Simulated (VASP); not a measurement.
Y2BN3: relaxation of cell and atoms with PBE

Crystal: Y2BN3.

```
Y B N
1.0
     3.88025    0.00000    0.00000
    -1.94013    3.36040    0.00000
     0.00000    0.00000    6.64395
Y B N
2 1 3
Direct
  0.33333 0.66667 0.73152
  0.33333 0.66667 0.26300
  0.00000 0.00000 0.52707
  0.66667 0.33333 0.48102
  0.66667 0.33333 0.04138
  0.00000 0.00000 0.95600
```

```yaml
Program: VASP 6.6.1
Task: relaxation of cell and atoms
Functional: PBE
Potentials_or_basis: VASP PAW PBE potentials, release 64 (Y_sv, B, N)
Cutoff: 600 eV
k_mesh: 4 × 4 × 2
Occupations: gaussian, width 0.15 eV
Spin: no spin polarisation
Dipole_correction: no
Further_INCAR_settings: ALGO = Normal; EDIFF = 1e-06; IBRION = 2; EDIFFG = -0.08; NSW = 36; ISIF = 3
```

| Property | Result |
| --- | --- |
| Relaxed volume | 11.72 Å³/atom |
| Relaxed cell | a = 3.444 Å, b = 3.444 Å, c = 6.845 Å, α = 90.00°, β = 90.00°, γ = 120.00° |
| Space group after relaxing (to 0.05 Å) | P3m1 (No. 156) |
| Energy gained by relaxing | 538.6 meV/atom |
| Ionic steps | 10 |
| Pressure after relaxing | 0.2 GPa |
| Largest force after relaxing | 0.075 eV/Å |
| Band gap on the k mesh | zero (band 20 reaches 6.06 eV, above the bottom of band 21 at 5.40 eV) |

Forces on the atoms (eV/Å):
```
Y    0.000  0.000 -0.042
Y    0.000  0.000  0.012
B    0.000  0.000  0.075
N    0.000  0.000 -0.020
N    0.000  0.000 -0.067
N    0.000  0.000  0.042
```

Stress tensor (GPa, compression positive):
```
-0.25  0.00  0.00
 0.00 -0.25  0.00
 0.00  0.00  1.06
```

The path:
```
step  energy change (eV)  largest force (eV/Å)  pressure (GPa)  volume (Å³)
   1              0.0000                3.0591          -15.05        86.63
   2             -2.4242                2.1458            1.77        70.49
   3             -2.5452                2.2690           10.24        66.69
   4             -3.1474                0.8569            1.80        69.57
   5             -3.1520                0.7102            1.28        69.81
   6             -3.2236                0.2480           -1.01        70.84
   7             -3.2260                0.1730           -1.26        71.08
   8             -3.2259                0.1629           -1.55        71.12
   9             -3.2309                0.0685            0.87        69.99
  10             -3.2318                0.0751            0.19        70.30
```

Final structure:
```cif
data_structure
_symmetry_space_group_name_H-M 'P 1'
_symmetry_Int_Tables_number 1
_cell_length_a 3.4436
_cell_length_b 3.4436
_cell_length_c 6.8450
_cell_angle_alpha 90.000
_cell_angle_beta 90.000
_cell_angle_gamma 120.000
_cell_volume 70.30
loop_
_atom_site_label
_atom_site_type_symbol
_atom_site_fract_x
_atom_site_fract_y
_atom_site_fract_z
_atom_site_occupancy
Y1 Y 0.33333 0.66667 0.76995 1
Y2 Y 0.33333 0.66667 0.23041 1
B1 B 0.00000 0.00000 0.49755 1
N1 N 0.66667 0.33333 0.50253 1
N2 N 0.66667 0.33333 0.00093 1
N3 N 0.00000 0.00000 0.99863 1
```

Levels at points of the mesh, in eV from the Fermi level:
| k point | band 17 | band 18 | band 19 | band 20 | band 21 | band 22 | band 23 | band 24 |
| --- | --- | --- | --- | --- | --- | --- | --- | --- |
| (0.00, 0.00, 0.00) | -3.57 | -2.57 | -1.03 | -1.03 | -0.70 | -0.23 | 2.20 | 2.20 |
| (0.50, 0.00, 0.00) | -3.61 | -3.31 | -1.01 | -0.11 | 1.67 | 2.37 | 2.37 | 3.74 |
| (0.00, 0.00, 0.50) | -4.04 | -2.30 | -0.83 | -0.83 | -0.06 | 0.61 | 1.37 | 1.37 |
| (0.50, 0.00, 0.50) | -3.51 | -3.44 | -1.54 | -0.74 | 1.79 | 2.39 | 3.30 | 4.21 |

It took 5.3 min on 1 thread of AMD EPYC 7R43 64-Core Processor (Zen 3), with other jobs on the host, peak memory 0.21 GiB.

Caveat: the k points lie up to 0.53 Å⁻¹ apart in the final cell; the volume moved by over 15 % at a fixed basis, so the end points are rough; the relaxation stopped at a loose force limit of 0.08 eV/Å, so its end isn't a converged minimum.
